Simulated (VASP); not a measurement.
# SrPt2S2 (I4/mmm) in VASP: single point with PBE

Aim: the single point of SrPt2S2 with PBE.

All numbers are computed with VASP 6.6.1; they aren't measurements. Logs are shortened: lines on timing, memory, paths and dates and some standing lists are left out, and cuts for length are marked.

## 1. The cell of the first run

The structure is tetragonal, space group I4/mmm (No. 139). The conventional cell has a = 4.023 Å, b = 4.023 Å, c = 12.676 Å, α = 90.00°, β = 90.00°, γ = 90.00°. Within 4.6 Å of Sr (site symmetry 4/mmm) lie 10 S at 3.35 to 4.56 Å and 8 Pt at 3.75 Å and 4 Sr at 4.02 Å. Pt (site symmetry -4m2) has 4 S at 2.45 Å and 4 Pt at 2.84 Å within 3.2 Å. S (site symmetry 4mm) has 4 Pt at 2.45 Å within 3.2 Å.

## 2. Single point, PBE

Contents of POSCAR:

```
SrPt2S2
1.0
    0.0000000000      4.0233500000      0.0000000000
    4.0233500000      0.0000000000      0.0000000000
    2.0116750000      2.0116750000     -6.3382390000
Sr Pt S
1 2 2
Direct
    0.0000000000      0.0000000000      0.0000000000
    0.2500000000      0.7500000000      0.5000000000
    0.7500000000      0.2500000000      0.5000000000
    0.3600000000      0.3600000000      0.2800000000
    0.6400000000      0.6400000000      0.7200000000
```

Contents of INCAR.step1:

```
SYSTEM = SrPt2S2
  ALGO = Normal
  EDIFF = 1E-6
  ENCUT = 520
  GGA = PE
  ISIF = 2
  ISMEAR = 0
  LASPH = .True.
  LCHARG = .True.
  LMAXMIX = 4
  LREAL = .False.
  LWAVE = .False.
  NBANDS = 29
  NELM = 80
  PREC = Accurate
  SIGMA = 0.0435
```

Contents of KPOINTS.step1:

```
k-points
0
Gamma
  9 9 9
  0 0 0
```

Contents of INCAR.step2:

```
SYSTEM = SrPt2S2
  ALGO = Normal
  EDIFF = 1E-6
  ENCUT = 520
  GGA = PE
  ICHARG = 11
  ISIF = 2
  ISMEAR = -5
  LASPH = .True.
  LCHARG = .False.
  LMAXMIX = 4
  LORBIT = 10
  LREAL = .False.
  LWAVE = .False.
  NBANDS = 29
  NEDOS = 1001
  NELM = 80
  PREC = Accurate
  SIGMA = 0.0435
```

Contents of KPOINTS.step2:

```
k-points
0
Gamma
  14 14 14
  0 0 0
```

Potentials or basis: VASP PAW PBE potentials, release 64 (Sr_sv, Pt, S).

Started as:

```bash
> cat potpaw_PBE.64/Sr_sv/POTCAR potpaw_PBE.64/Pt/POTCAR potpaw_PBE.64/S/POTCAR > POTCAR
> cp INCAR.step1 INCAR
> cp KPOINTS.step1 KPOINTS
> mpirun -np 1 vasp_std > vasp.out
> cp INCAR.step2 INCAR
> cp KPOINTS.step2 KPOINTS
> mpirun -np 1 vasp_std > vasp.out
```

OUTCAR:

```text
SYSTEM = SrPt2S2
   EDIFF = 1E-6
   ENCUT = 520
   GGA = PE
   ICHARG = 11
   ISIF = 2
   ISMEAR = -5
   LASPH = .True.
   LORBIT = 10
   LREAL = .False.
   NELM = 80
   PREC = Accurate

 ion  position               nearest neighbor table
   1  0.000  0.000  0.000-   5 3.35   5 3.35   5 3.35   4 3.35   5 3.35   4 3.35   4 3.35   4 3.35
                             3 3.75   2 3.75   2 3.75   3 3.75   3 3.75   2 3.75   3 3.75   2 3.75
   2  0.250  0.750  0.500-   4 2.45   5 2.45   5 2.45   4 2.45   3 2.84   3 2.84   3 2.84   3 2.84
                             1 3.75   1 3.75   1 3.75   1 3.75
   3  0.750  0.250  0.500-   4 2.45   5 2.45   5 2.45   4 2.45   2 2.84   2 2.84   2 2.84   2 2.84
                             1 3.75   1 3.75   1 3.75   1 3.75
   4  0.360  0.360  0.280-   2 2.45   3 2.45   2 2.45   3 2.45   1 3.35   1 3.35   1 3.35   1 3.35

   5  0.640  0.640  0.720-   2 2.45   3 2.45   2 2.45   3 2.45   1 3.35   1 3.35   1 3.35   1 3.35

  LATTYP: Found a body centered tetragonal cell.
 ALAT       =     4.0233500000
 C/A-ratio  =     3.1507271304

  Lattice vectors:

 A1 = (  -2.0116750000,   2.0116750000,   6.3382390000)
 A2 = (   2.0116750000,  -2.0116750000,   6.3382390000)
 A3 = (   2.0116750000,   2.0116750000,  -6.3382390000)

Analysis of symmetry for initial positions (statically):
=====================================================================
 Subroutine PRICEL returns:
 Original cell was already a primitive cell.

 Routine SETGRP: Setting up the symmetry group for a
 body centered tetragonal supercell.

 Subroutine GETGRP returns: Found 16 space group operations
 (whereof 16 operations were pure point group operations)
 out of a pool of 16 trial point group operations.

The static configuration has the point symmetry D_4h.

Analysis of symmetry for dynamics (positions and initial velocities):
=====================================================================
 Subroutine PRICEL returns:
 Original cell was already a primitive cell.

 Routine SETGRP: Setting up the symmetry group for a
 body centered tetragonal supercell.

 Subroutine GETGRP returns: Found 16 space group operations
 (whereof 16 operations were pure point group operations)
 out of a pool of 16 trial point group operations.

The dynamic configuration has the point symmetry D_4h.

 Subroutine INISYM returns: Found 16 space group operations
 (whereof 16 operations are pure point group operations),
 and found     1 'primitive' translations

----------------------------------------------------------------------------------------

                                     Primitive cell

  volume of cell :     102.5993

  direct lattice vectors                    reciprocal lattice vectors
     0.000000000  4.023350000  0.000000000     0.000000000  0.248549095  0.078886265
     4.023350000  0.000000000  0.000000000     0.248549095  0.000000000  0.078886265
     2.011675000  2.011675000 -6.338239000     0.000000000  0.000000000 -0.157772530

  length of vectors
     4.023350000  4.023350000  6.947441704     0.260767512  0.260767512  0.157772530

  position of ions in fractional coordinates (direct lattice)
     0.000000000  0.000000000  0.000000000
     0.250000000  0.750000000  0.500000000
     0.750000000  0.250000000  0.500000000
     0.360000000  0.360000000  0.280000000
     0.640000000  0.640000000  0.720000000

  ion indices of the primitive-cell ions
   primitive index   ion index
                 1           1
                 2           2
                 3           3
                 4           4
                 5           5

----------------------------------------------------------------------------------------

 KPOINTS: k-points

Automatic generation of k-mesh.
 Grid dimensions read from file:
 generate k-points for:   14   14   14

 Generating k-lattice:

  Cartesian coordinates                     Fractional coordinates (reciprocal lattice)
     0.000000000  0.017753507  0.005634733     0.071428571  0.000000000  0.000000000
     0.017753507  0.000000000  0.005634733     0.000000000  0.071428571  0.000000000
     0.000000000  0.000000000 -0.011269466     0.000000000  0.000000000  0.071428571

  Length of vectors
     0.018626251  0.018626251  0.011269466

  Shift w.r.t. Gamma in fractional coordinates (k-lattice)
     0.000000000  0.000000000  0.000000000

 TETIRR: Found   7833 inequivalent tetrahedra from    16464

 Subroutine IBZKPT returns following result:
 ===========================================

 Found    244 irreducible k-points:

 Following reciprocal coordinates:
            Coordinates               Weight
  0.000000  0.000000  0.000000      1.000000
  0.071429  0.000000  0.000000      8.000000
  0.142857  0.000000  0.000000      8.000000
  0.214286  0.000000  0.000000      8.000000
  0.285714  0.000000  0.000000      8.000000
  0.357143  0.000000  0.000000      8.000000
[... 16 lines left out ...]
  0.214286  0.142857  0.000000     16.000000
  0.285714  0.142857 -0.000000     16.000000
 [... further k-points ...]
   k-points           NKPTS =    244   k-points in BZ     NKDIM =    244   number of bands    NBANDS=     29
   number of dos      NEDOS =   1001   number of ions     NIONS =      5
   total plane-waves  NPLWV =  48600
   dimension x,y,z NGX =    30 NGY =   30 NGZ =   54
   dimension x,y,z NGXF=    60 NGYF=   60 NGZF=  108
   ions per type =               1   2   2
   NGX,Y,Z   is equivalent  to a cutoff of  12.40, 12.40, 12.92 a.u.
   NGXF,Y,Z  is equivalent  to a cutoff of  24.79, 24.79, 25.84 a.u.
 SYSTEM =  SrPt2S2
   PREC   = accura    normal or accurate (medium, high low for compatibility)
   ISTART =      0    job   : 0-new  1-cont  2-samecut
   ICHARG =     11    charge: 1-file 2-atom 10-const
   ISPIN  =      1    spin polarized calculation?
   LNONCOLLINEAR =      F non collinear calculations
   LSORBIT =      F    spin-orbit coupling
   LASPH  =      T    aspherical Exc in radial PAW
   ENCUT  =  520.0 eV  38.22 Ry    6.18 a.u.   7.48  7.48 12.92*2*pi/ulx,y,z
   NELM   =     80;   NELMIN=  2; NELMDL=  0     # of ELM steps
   EDIFF  = 0.1E-05   stopping-criterion for ELM
   LREAL  =      F    real-space projection
   EDIFFG = 0.1E-04   stopping-criterion for IOM
   NSW    =      0    number of steps for IOM
   IBRION =     -1    ionic relax: 0-MD 1-quasi-New 2-CG
   NFREE  =      0    steps in history (QN), initial steepest desc. (CG)
   ISIF   =      2    stress and relaxation
   ISYM   =      2    0-nonsym 1-usesym 2-fastsym
   POTIM  = 0.5000    time-step for ionic-motion
   TEBEG  =    0.0;   TEEND  =   0.0 temperature during run
   PSTRESS=    0.0 pullay stress
   NELECT =      42.0000    total number of electrons
   NUPDOWN=      -1.0000    fix difference up-down
   EMIN   =  10.00;   EMAX   =-10.00  energy-range for DOS
   EFERMI =   0.00;   METHOD = LEGACY
   ISMEAR =    -5;   SIGMA  =   0.04  broadening in eV -4-tet -1-fermi 0-gaus
   EFERMI_NEDOS =   21; number of points for ismear=-14 and -15
   IALGO  =     38    algorithm
   IMIX   =      4    mixing-type and parameters
     AMIX     =   0.40;   BMIX     =  1.00
     AMIX_MAG =   1.60;   BMIX_MAG =  1.00
  volume/ion in A,a.u.               =      20.52       138.47
  Fermi-wavevector in a.u.,A,eV,Ry     =   1.215560  2.297076 20.103790  1.477587
  Thomas-Fermi vector in A             =   2.350943
   LORBIT       =     10    0 simple, 1 ext, 2 COOP (PROOUT), +10 PAW based schemes
   GGA     = PE    functional components
   LHFCALC =     F    Hartree Fock is set to
   AEXX    =    0.0000 exact exchange contribution
   IVDW    =     0    specifies the selected vdW correction
   LEPSILON=     F    determine dielectric tensor
   LRPA    =     F    only Hartree local field effects (RPA)
 non-spin polarized calculation
 Fermi weights with tetrahedron method with Bloechl corrections
  energy-cutoff  :      520.00
  volume of cell :      102.60
 maximum number of plane-waves:      2792
 NGX is ok and might be reduce to    30

 number of electron      41.9999999 magnetization

 Free energy of the ion-electron system (eV)
  ---------------------------------------------------
  ext. energy  EPLUGINS =         0.00000000
  ---------------------------------------------------
  free energy    TOTEN  =       -23.91260211 eV

  energy without entropy =      -23.91260211  energy(sigma->0) =      -23.91260211

 E-fermi :   6.9605     XC(G=0): -10.5755

 val. band max:        6.9871618337   @ k =   0.5000   0.0000   0.1429
 cond. band min:       6.9566826726   @ k =  -0.2857  -0.3571   0.0714
 fundamental gap:     -0.0304791611
 Fermi energy:         6.9604747668

 k-point     1 :       0.0000    0.0000    0.0000
  band No.  band energies     occupation
      1     -29.2161      2.00000
      2     -11.2326      2.00000
      3     -11.1367      2.00000
      4     -11.1367      2.00000
      5      -8.1747      2.00000
      6      -7.2091      2.00000
[... 21 lines left out ...]
     28      11.7004      0.00000
     29      11.8457      0.00000

 k-point     2 :       0.0714    0.0000    0.0000
  band No.  band energies     occupation
      1     -29.2156      2.00000
      2     -11.2304      2.00000
      3     -11.1494      2.00000
      4     -11.1356      2.00000
      5      -8.1450      2.00000
      6      -7.2108      2.00000
[... 21 lines left out ...]
     28      11.6885      0.00000
     29      11.8779      0.00000

 k-point     3 :       0.1429    0.0000    0.0000
  band No.  band energies     occupation
      1     -29.2141      2.00000
      2     -11.2241      2.00000
      3     -11.1846      2.00000
      4     -11.1327      2.00000
      5      -8.0606      2.00000
      6      -7.2163      2.00000
[... 21 lines left out ...]
     28      11.6366      0.00000
     29      11.8599      0.00000

 k-point     4 :       0.2143    0.0000    0.0000
  band No.  band energies     occupation
      1     -29.2119      2.00000
      2     -11.2344      2.00000
      3     -11.2143      2.00000
      4     -11.1284      2.00000
      5      -7.9351      2.00000
      6      -7.2270      2.00000
[... 21 lines left out ...]
     28      11.5028      0.00000
     29      11.7352      0.00000

 k-point     5 :       0.2857    0.0000    0.0000
  band No.  band energies     occupation
      1     -29.2095      2.00000
      2     -11.2875      2.00000
      3     -11.2034      2.00000
      4     -11.1236      2.00000
      5      -7.7874      2.00000
      6      -7.2458      2.00000
[... 21 lines left out ...]
     28      11.6227      0.00000
     29      11.6372      0.00000
[... 510 lines left out ...]
     28      11.6738      0.00000
     29      11.9274      0.00000

 k-point    22 :       0.1429    0.1429    0.0000
  band No.  band energies     occupation
      1     -29.2120      2.00000
      2     -11.2177      2.00000
      3     -11.1871      2.00000
      4     -11.1694      2.00000
      5      -7.9471      2.00000
      6      -7.2288      2.00000
[... 21 lines left out ...]
     28      11.4371      0.00000
     29      11.8008      0.00000

 k-point    23 :       0.2143    0.1429    0.0000
  band No.  band energies     occupation
      1     -29.2099      2.00000
      2     -11.2283      2.00000
      3     -11.2083      2.00000
      4     -11.1698      2.00000
      5      -7.8329      2.00000
      6      -7.2346      2.00000
[... 21 lines left out ...]
     28      11.4274      0.00000
     29      11.7230      0.00000

 k-point    24 :       0.2857    0.1429   -0.0000
  band No.  band energies     occupation
      1     -29.2075      2.00000
      2     -11.2781      2.00000
      3     -11.1981      2.00000
      4     -11.1638      2.00000
      5      -7.7013      2.00000
      6      -7.2447      2.00000
[... 21 lines left out ...]
     28      11.4954      0.00000
     29      11.6532      0.00000

 [... further k-points ...]
[... 5 lines left out ...]
  --------------------------------------------------------------------------------------
  -------------------------------------------------------------------------------------
  Total        3.7352403      3.7352403     -1.4766699      0.0000000     -0.0000000      0.0000000
  in kB       58.3290484     58.3290484    -23.0594941      0.0000000     -0.0000000      0.0000000
  external PRESSURE =      31.1995342 kB  Pullay stress =       0.0000000 kB

 VOLUME and BASIS-vectors are now :
 -----------------------------------------------------------------------------
  energy-cutoff  :      520.00
  volume of cell :      102.60
      direct lattice vectors                 reciprocal lattice vectors
     0.000000000  4.023350000  0.000000000     0.000000000  0.248549095  0.078886265
     4.023350000  0.000000000  0.000000000     0.248549095  0.000000000  0.078886265
     2.011675000  2.011675000 -6.338239000     0.000000000  0.000000000 -0.157772530

 POSITION                                       TOTAL-FORCE (eV/Angst)
 -----------------------------------------------------------------------------------
      0.00000      0.00000      0.00000        -0.000000      0.000000      0.000000
      4.02335      2.01167     -3.16912        -0.000000     -0.000000      0.000000
      2.01167      4.02335     -3.16912         0.000000      0.000000      0.000000
      2.01167      2.01167     -1.77471         0.000000      0.000000      1.438114
      4.02335      4.02335     -4.56353        -0.000000     -0.000000     -1.438114
 -----------------------------------------------------------------------------------
    total drift:                                0.000000     -0.000000      0.000000

  FREE ENERGIE OF THE ION-ELECTRON SYSTEM (eV)
  ---------------------------------------------------
  free  energy   TOTEN  =       -23.9126021075 eV

  energy  without entropy=      -23.9126021075  energy(sigma->0) =      -23.91260211

 total charge

# of ion       s       p       d       tot
------------------------------------------
    1        2.002   5.751   0.185   7.938
    2        0.571   0.568   8.258   9.396
    3        0.571   0.568   8.258   9.396
    4        1.336   2.244   0.000   3.579
    5        1.336   2.244   0.000   3.579
--------------------------------------------------
tot          5.815  11.373  16.700  33.888
```

Wall time 22 min (1 thread of Intel Xeon 8259CL, shared host); peak memory 0.74 GiB.

What came out:

| Item | Value |
| --- | --- |
| Valence electrons inside the program's atomic spheres | Sr 7.94; Pt 9.40; S 3.58 |

Caveat: spin-orbit coupling is left out, which moves the levels of the heavy elements.
